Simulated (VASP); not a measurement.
A run of VASP 6.6.1 is set up as follows.

Contents of INCAR:

```
ALGO = Normal
EDIFF = 1E-6
ENCUT = 690
GGA_COMPAT = False
ISIF = 2
ISMEAR = -1
ISPIN = 2
LASPH = True
LCHARG = True
LELF = True
LMAXMIX = 4
LORBIT = 11
LREAL = False
LVHAR = True
LWAVE = False
MAGMOM = 2
NBANDS = 18
NELM = 200
PREC = Accurate
SIGMA = 0.05
```

The input KPOINTS:

```
k-points
0
Gamma
  8 7 8
```

File POSCAR:

```
Co
1.0
   -1.4145745000      1.3929095500      1.3921574700
    1.4429802800     -1.3751271500      1.4027808400
    1.4112696000      1.3718222500     -1.3743750600
Co
1
Direct
    0.0000000000      0.0000000000      0.0000000000
```

Potentials or basis: VASP PAW LDA potentials, release 64 (Co_sv).

The run is started by

```sh
$ cat potpaw_LDA.64/Co_sv/POTCAR > POTCAR
$ mpirun -np 1 vasp_std > vasp.out
```

Q: Predict the site moments.

A: Co +1.72 μB.

Q: Estimate the pressure.

A: -17.8 GPa.

Stress tensor (GPa, compression positive):
```
-16.81   0.46  -1.90
  0.46 -17.67  -1.62
 -1.90  -1.62 -18.88
```

Caveat: the k points lie up to 0.43 Å⁻¹ apart.
